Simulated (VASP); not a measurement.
# KMgH3 (P4/mmm) in VASP: further runs

The runs below take KMgH3 through single point, with LDA.

Everything below comes from runs of VASP 6.6.1. Logs are shortened: lines on timing, memory, paths and dates and some standing lists are left out, and cuts for length are marked.

### 1 The cell of the first run

The structure is tetragonal, space group P4/mmm (No. 123). Conventional cell: a = 4.226 Å, b = 4.226 Å, c = 4.025 Å, α = 90.00°, β = 90.00°, γ = 90.00°. K (site symmetry 4/mmm) has 12 H at 2.92 to 2.99 Å and 8 Mg at 3.60 Å within 3.8 Å. Within 2.7 Å of Mg (site symmetry 4/mmm) lie 6 H at 2.01 to 2.11 Å. H (site symmetry mmm) has 2 Mg at 2.11 Å within 2.8 Å. H (site symmetry 4/mmm) has 2 Mg at 2.01 Å within 2.7 Å.

### 2 Single point, LDA (strain +0.050 along x and y, +0.000 along z)

INCAR reads:

```
PREC = Accurate ; ENCUT = 520
EDIFF = 1E-6 ; ISMEAR = 0
SIGMA = 0.05 ; LREAL = False
LASPH = True ; NELM = 100
ALGO = Normal ; ISIF = 2
LWAVE = False ; LCHARG = False
GGA = CA ; NBANDS = 15
```

KPOINTS reads:

```
regular mesh
0
Gamma
  8 8 8
```

POSCAR reads:

```
KMgH3
1.0
    4.2262500000      0.0000000000      0.0000000000
    0.0000000000      4.2262500000      0.0000000000
    0.0000000000      0.0000000000      4.0250000000
K Mg H
1 1 3
Direct
    0.0000000000      0.0000000000      0.0000000000
    0.5000000000      0.5000000000      0.5000000000
    0.0000000000      0.5000000000      0.5000000000
    0.5000000000      0.0000000000      0.5000000000
    0.5000000000      0.5000000000      0.0000000000
```

Potentials or basis: VASP PAW LDA potentials, release 64 (K_sv, Mg, H).

On the command line:

```
$ cat potpaw_LDA.64/K_sv/POTCAR potpaw_LDA.64/Mg/POTCAR potpaw_LDA.64/H/POTCAR > POTCAR
$ mpirun -np 1 vasp_std > vasp.out
```

OUTCAR:

```text
PREC = Accurate
   ENCUT = 520
   EDIFF = 1E-6
   ISMEAR = 0
   LREAL = False
   LASPH = True
   NELM = 100
   ISIF = 2
   GGA = CA

 ion  position               nearest neighbor table
   1  0.000  0.000  0.000-   2 3.60   2 3.60   2 3.60   2 3.60   2 3.60   2 3.60   2 3.60   2 3.60

   2  0.500  0.500  0.500-   5 2.01   5 2.01   3 2.11   4 2.11   4 2.11   3 2.11   1 3.60   1 3.60
                             1 3.60   1 3.60   1 3.60   1 3.60   1 3.60   1 3.60
   3  0.000  0.500  0.500-   2 2.11   2 2.11
   4  0.500  0.000  0.500-   2 2.11   2 2.11
   5  0.500  0.500  0.000-   2 2.01   2 2.01

  LATTYP: Found a simple tetragonal cell.
 ALAT       =     4.2262500000
 C/A-ratio  =     0.9523809524

  Lattice vectors:

 A1 = (   4.2262500000,   0.0000000000,   0.0000000000)
 A2 = (   0.0000000000,   4.2262500000,   0.0000000000)
 A3 = (   0.0000000000,   0.0000000000,   4.0250000000)

Analysis of symmetry for initial positions (statically):
=====================================================================
 Subroutine PRICEL returns:
 Original cell was already a primitive cell.

 Routine SETGRP: Setting up the symmetry group for a
 simple tetragonal supercell.

 Subroutine GETGRP returns: Found 16 space group operations
 (whereof 16 operations were pure point group operations)
 out of a pool of 16 trial point group operations.

The static configuration has the point symmetry D_4h.

Analysis of symmetry for dynamics (positions and initial velocities):
=====================================================================
 Subroutine PRICEL returns:
 Original cell was already a primitive cell.

 Routine SETGRP: Setting up the symmetry group for a
 simple tetragonal supercell.

 Subroutine GETGRP returns: Found 16 space group operations
 (whereof 16 operations were pure point group operations)
 out of a pool of 16 trial point group operations.

The dynamic configuration has the point symmetry D_4h.

 Subroutine INISYM returns: Found 16 space group operations
 (whereof 16 operations are pure point group operations),
 and found     1 'primitive' translations

----------------------------------------------------------------------------------------

                                     Primitive cell

  volume of cell :      71.8913

  direct lattice vectors                    reciprocal lattice vectors
     4.226250000  0.000000000  0.000000000     0.236616386  0.000000000  0.000000000
     0.000000000  4.226250000  0.000000000     0.000000000  0.236616386  0.000000000
     0.000000000  0.000000000  4.025000000     0.000000000  0.000000000  0.248447205

  length of vectors
     4.226250000  4.226250000  4.025000000     0.236616386  0.236616386  0.248447205

  position of ions in fractional coordinates (direct lattice)
     0.000000000  0.000000000  0.000000000
     0.500000000  0.500000000  0.500000000
     0.000000000  0.500000000  0.500000000
     0.500000000  0.000000000  0.500000000
     0.500000000  0.500000000  0.000000000

  ion indices of the primitive-cell ions
   primitive index   ion index
                 1           1
                 2           2
                 3           3
                 4           4
                 5           5

----------------------------------------------------------------------------------------

 KPOINTS: regular mesh

Automatic generation of k-mesh.
 Grid dimensions read from file:
 generate k-points for:    8    8    8

 Generating k-lattice:

  Cartesian coordinates                     Fractional coordinates (reciprocal lattice)
     0.029577048  0.000000000  0.000000000     0.125000000  0.000000000  0.000000000
     0.000000000  0.029577048  0.000000000     0.000000000  0.125000000  0.000000000
     0.000000000  0.000000000  0.031055901     0.000000000  0.000000000  0.125000000

  Length of vectors
     0.029577048  0.029577048  0.031055901

  Shift w.r.t. Gamma in fractional coordinates (k-lattice)
     0.000000000  0.000000000  0.000000000

 Subroutine IBZKPT returns following result:
 ===========================================

 Found     75 irreducible k-points:

 Following reciprocal coordinates:
            Coordinates               Weight
  0.000000  0.000000  0.000000      1.000000
  0.125000  0.000000  0.000000      4.000000
  0.250000  0.000000  0.000000      4.000000
  0.375000  0.000000  0.000000      4.000000
  0.500000  0.000000  0.000000      2.000000
  0.125000  0.125000  0.000000      4.000000
[... 16 lines left out ...]
  0.375000  0.125000  0.125000     16.000000
  0.500000  0.125000  0.125000      8.000000
 [... further k-points ...]
   k-points           NKPTS =     75   k-points in BZ     NKDIM =     75   number of bands    NBANDS=     15
   number of dos      NEDOS =    301   number of ions     NIONS =      5
   total plane-waves  NPLWV =  30720
   dimension x,y,z NGX =    32 NGY =   32 NGZ =   30
   dimension x,y,z NGXF=    64 NGYF=   64 NGZF=   60
   ions per type =               1   1   3
   NGX,Y,Z   is equivalent  to a cutoff of  12.59, 12.59, 12.39 a.u.
   NGXF,Y,Z  is equivalent  to a cutoff of  25.18, 25.18, 24.78 a.u.
 SYSTEM =  unknown system
   PREC   = accura    normal or accurate (medium, high low for compatibility)
   ISTART =      0    job   : 0-new  1-cont  2-samecut
   ICHARG =      2    charge: 1-file 2-atom 10-const
   ISPIN  =      1    spin polarized calculation?
   LNONCOLLINEAR =      F non collinear calculations
   LSORBIT =      F    spin-orbit coupling
   LASPH  =      T    aspherical Exc in radial PAW
   ENCUT  =  520.0 eV  38.22 Ry    6.18 a.u.   7.86  7.86  7.48*2*pi/ulx,y,z
   NELM   =    100;   NELMIN=  2; NELMDL= -5     # of ELM steps
   EDIFF  = 0.1E-05   stopping-criterion for ELM
   LREAL  =      F    real-space projection
   EDIFFG = 0.1E-04   stopping-criterion for IOM
   NSW    =      0    number of steps for IOM
   IBRION =     -1    ionic relax: 0-MD 1-quasi-New 2-CG
   NFREE  =      0    steps in history (QN), initial steepest desc. (CG)
   ISIF   =      2    stress and relaxation
   ISYM   =      2    0-nonsym 1-usesym 2-fastsym
   POTIM  = 0.5000    time-step for ionic-motion
   TEBEG  =    0.0;   TEEND  =   0.0 temperature during run
   PSTRESS=    0.0 pullay stress
   NELECT =      14.0000    total number of electrons
   NUPDOWN=      -1.0000    fix difference up-down
   EMIN   =  10.00;   EMAX   =-10.00  energy-range for DOS
   EFERMI =   0.00;   METHOD = LEGACY
   ISMEAR =     0;   SIGMA  =   0.05  broadening in eV -4-tet -1-fermi 0-gaus
   EFERMI_NEDOS =   21; number of points for ismear=-14 and -15
   IALGO  =     38    algorithm
   IMIX   =      4    mixing-type and parameters
     AMIX     =   0.40;   BMIX     =  1.00
     AMIX_MAG =   1.60;   BMIX_MAG =  1.00
  volume/ion in A,a.u.               =      14.38        97.03
  Fermi-wavevector in a.u.,A,eV,Ry     =   0.948911  1.793182 12.251119  0.900432
  Thomas-Fermi vector in A             =   2.077144
   LORBIT       =      0    0 simple, 1 ext, 2 COOP (PROOUT), +10 PAW based schemes
   GGA     = CA    functional components
   LHFCALC =     F    Hartree Fock is set to
   AEXX    =    0.0000 exact exchange contribution
   IVDW    =     0    specifies the selected vdW correction
   LEPSILON=     F    determine dielectric tensor
   LRPA    =     F    only Hartree local field effects (RPA)
 non-spin polarized calculation
 Gauss-broadening in eV      SIGMA  =   0.05
  energy-cutoff  :      520.00
  volume of cell :       71.89
 maximum number of plane-waves:      1959
 NGX is ok and might be reduce to    32
   NGX = 15   NGY = 15   NGZ = 15

 number of electron      13.9999995 magnetization

 Free energy of the ion-electron system (eV)
  ---------------------------------------------------
  ext. energy  EPLUGINS =         0.00000000
  ---------------------------------------------------
  free energy    TOTEN  =       -14.89239461 eV

  energy without entropy =      -14.89239461  energy(sigma->0) =      -14.89239461

 E-fermi :  -0.3938     XC(G=0):  -8.4600

 val. band max:       -0.6493100214   @ k =   0.5000   0.0000   0.0000
 cond. band min:       1.1153459846   @ k =   0.5000   0.5000   0.5000
 fundamental gap:      1.7646560060
 Fermi energy:        -0.3938469562

 k-point     1 :       0.0000    0.0000    0.0000
  band No.  band energies     occupation
      1     -29.4879      2.00000
      2     -13.1972      2.00000
      3     -13.1972      2.00000
      4     -13.1666      2.00000
      5      -5.9495      2.00000
      6      -1.1535      2.00000
      7      -0.9964      2.00000
      8       4.2991      0.00000
      9       4.2991      0.00000
     10       4.9841      0.00000
     11       6.7007      0.00000
     12       7.2464      0.00000
     13       7.6503      0.00000
     14       7.9749      0.00000
     15       7.9858      0.00000

 k-point     2 :       0.1250    0.0000    0.0000
  band No.  band energies     occupation
      1     -29.4869      2.00000
      2     -13.2222      2.00000
      3     -13.1952      2.00000
      4     -13.1647      2.00000
      5      -5.8192      2.00000
      6      -1.3794      2.00000
      7      -0.9808      2.00000
      8       4.2606      0.00000
      9       4.4126      0.00000
     10       4.9398      0.00000
     11       6.4070      0.00000
     12       7.3007      0.00000
     13       7.6342      0.00000
     14       7.9905      0.00000
     15       8.0415      0.00000

 k-point     3 :       0.2500    0.0000    0.0000
  band No.  band energies     occupation
      1     -29.4844      2.00000
      2     -13.2814      2.00000
      3     -13.1903      2.00000
      4     -13.1603      2.00000
      5      -5.4488      2.00000
      6      -2.0339      2.00000
      7      -0.8579      2.00000
      8       4.1628      0.00000
      9       4.8268      0.00000
     10       4.8292      0.00000
     11       5.7100      0.00000
     12       7.5593      0.00000
     13       7.6588      0.00000
     14       8.0832      0.00000
     15       8.1812      0.00000

 k-point     4 :       0.3750    0.0000    0.0000
  band No.  band energies     occupation
      1     -29.4819      2.00000
      2     -13.3392      2.00000
      3     -13.1854      2.00000
      4     -13.1558      2.00000
      5      -4.9130      2.00000
      6      -2.8319      2.00000
      7      -0.7140      2.00000
      8       4.0600      0.00000
      9       4.7081      0.00000
     10       5.0759      0.00000
     11       5.5886      0.00000
     12       7.6444      0.00000
     13       7.7789      0.00000
     14       8.3243      0.00000
     15       8.3396      0.00000
[... 307 lines left out ...]
 k-point    22 :       0.2500    0.1250    0.1250
  band No.  band energies     occupation
      1     -29.4816      2.00000
      2     -13.2730      2.00000
      3     -13.2098      2.00000
      4     -13.1893      2.00000
      5      -5.2084      2.00000
      6      -1.9506      2.00000
      7      -1.2374      2.00000
      8       3.3525      0.00000
      9       5.1590      0.00000
     10       5.5435      0.00000
     11       6.0292      0.00000
     12       6.3433      0.00000
     13       7.8753      0.00000
     14       8.1470      0.00000
     15       8.2789      0.00000

 k-point    23 :       0.3750    0.1250    0.1250
  band No.  band energies     occupation
      1     -29.4792      2.00000
      2     -13.3275      2.00000
      3     -13.2040      2.00000
      4     -13.1837      2.00000
      5      -4.7083      2.00000
      6      -2.6818      2.00000
      7      -1.1423      2.00000
      8       3.6029      0.00000
      9       4.8622      0.00000
     10       5.2279      0.00000
     11       5.5448      0.00000
     12       7.0699      0.00000
     13       7.7242      0.00000
     14       8.3170      0.00000
     15       8.5489      0.00000

 k-point    24 :       0.5000    0.1250    0.1250
  band No.  band energies     occupation
      1     -29.4782      2.00000
      2     -13.3498      2.00000
      3     -13.2015      2.00000
      4     -13.1814      2.00000
      5      -4.3623      2.00000
      6      -3.1217      2.00000
      7      -1.1005      2.00000
      8       3.8431      0.00000
      9       4.6863      0.00000
     10       5.1600      0.00000
     11       5.2001      0.00000
     12       7.3220      0.00000
     13       7.6874      0.00000
     14       8.6522      0.00000
     15       8.8153      0.00000

 [... further k-points ...]
[... 5 lines left out ...]
  --------------------------------------------------------------------------------------
  -------------------------------------------------------------------------------------
  Total       -2.7096740     -2.7096740     -1.9743402      0.0000000      0.0000000      0.0000000
  in kB      -60.3881007    -60.3881007    -44.0003681      0.0000000      0.0000000      0.0000000
  external PRESSURE =     -54.9255231 kB  Pullay stress =       0.0000000 kB

 VOLUME and BASIS-vectors are now :
 -----------------------------------------------------------------------------
  energy-cutoff  :      520.00
  volume of cell :       71.89
      direct lattice vectors                 reciprocal lattice vectors
     4.226250000  0.000000000  0.000000000     0.236616386  0.000000000  0.000000000
     0.000000000  4.226250000  0.000000000     0.000000000  0.236616386  0.000000000
     0.000000000  0.000000000  4.025000000     0.000000000  0.000000000  0.248447205

 POSITION                                       TOTAL-FORCE (eV/Angst)
 -----------------------------------------------------------------------------------
      0.00000      0.00000      0.00000         0.000000      0.000000      0.000000
      2.11313      2.11313      2.01250         0.000000      0.000000      0.000000
      0.00000      2.11313      2.01250         0.000000      0.000000      0.000000
      2.11313      0.00000      2.01250         0.000000      0.000000      0.000000
      2.11313      2.11313      0.00000         0.000000      0.000000      0.000000
 -----------------------------------------------------------------------------------
    total drift:                                0.000000     -0.000000     -0.000000

  FREE ENERGIE OF THE ION-ELECTRON SYSTEM (eV)
  ---------------------------------------------------
  free  energy   TOTEN  =       -14.8923946060 eV

  energy  without entropy=      -14.8923946060  energy(sigma->0) =      -14.89239461
```

Wall time 67 s (1 thread of Intel Xeon 8259CL, shared host); peak memory 0.22 GiB.

Results:

- Free energy: -14.8924 eV
- Pressure: -5.5 GPa
- Band gap on the k mesh: 1.76 eV, indirect (least direct gap 3.71 eV)

Caveat: the cell differs from its parent crystal (strain +0.050 along x and y, +0.000 along z). A k mesh can miss the band edges.

[end of part 1 of 2]
